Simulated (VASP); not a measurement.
## PtSe2: single point with PBE+D3(BJ)

The system is PtSe2, a slab with vacuum.

```xyz
6
Lattice="3.7070 0.0000 0.0000 -1.8535 3.2104 0.0000 0.0000 0.0000 22.7982" Properties=species:S:1:pos:R:3 pbc="T T T"
Se    1.8535    1.0701    4.5000
Se    0.0000    2.1403    7.1491
Se   -0.3089    2.6753   10.2591
Se   -2.1624    3.7455   12.9082
Pt    0.0000    0.0000    5.8245
Pt   -2.1624    1.6052   11.5836
```

```json
{
 "Program": "VASP 6.6.1",
 "Task": "single point",
 "Functional": "PBE",
 "Dispersion": "D3(BJ)",
 "Potentials or basis": "VASP PAW PBE potentials, release 64 (Se, Pt)",
 "Cutoff": "520 eV",
 "k mesh": "9 × 9 × 1",
 "Occupations": "gaussian, width 0.05 eV",
 "Spin": "no spin polarisation",
 "Dipole correction": "yes",
 "Further INCAR settings": "ALGO = Normal; EDIFF = 1e-06; NBANDS = 31"
}
```

| Quantity | Value |
| --- | --- |
| Largest force | 0.263 eV/Å |
| Band gap on the k mesh | 0.48 eV, indirect (least direct gap 0.75 eV) |
| Dispersion energy per atom | -0.356 eV |

Forces on the atoms (eV/Å):
```
Se   0.030 -0.062 -0.018
Se   0.056 -0.119 -0.227
Se  -0.056  0.119  0.227
Se  -0.030  0.062  0.018
Pt  -0.025  0.068  0.012
Pt   0.025 -0.068 -0.012
```

Levels at points of the mesh, in eV from the valence-band top:
```csv
k point,band 18,band 19,band 20,band 21,band 22,band 23,band 24,band 25,band 26,band 27
"(0.00, 0.00, 0.00)",-0.77,-0.76,-0.64,-0.62,-0.39,2.17,2.21,2.33,2.38,3.91
```

It took 12 min on 1 thread of Oxide Virtual Turin-like Processor, with other jobs on the host, peak memory 0.53 GiB.

Caveat: spin-orbit coupling is left out, which moves the levels of the heavy elements.
